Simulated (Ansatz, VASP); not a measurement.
**One calculation of Al, two programs**

```
Al
1.0
    -1.40718    1.40718    2.00846
     1.40718   -1.40718    2.00846
     1.40718    1.40718   -2.00846
Al
1
Direct
  0.00000 0.00000 0.00000
```

Alike in both runs: functional r2SCAN; k mesh 18 × 18 × 18; occupations gaussian, width 0.1 eV; no spin polarisation.

Ansatz relaxed the structure, and its values are those at the end. VASP's run is a single point on that final structure, the one shown.

|  | VASP | Ansatz |
| --- | --- | --- |
| version | VASP 6.6.1 | Ansatz 0.2.0 |
| potentials or method | VASP PAW PBE potentials, release 64 (Al), cutoff 520 eV | scalar-relativistic, plane waves, PAW |
| valence electrons in the cell | 3 | 3 |

```csv
,VASP,Ansatz,Ansatz less VASP
gap on the k mesh at the Fermi level (eV),none,none,-
pressure (GPa),-0.3,0.0,+0.32
```

VASP's potentials were made for PBE, not for r2SCAN. A gap of «none» marks a metal or a gap that the smearing closes.
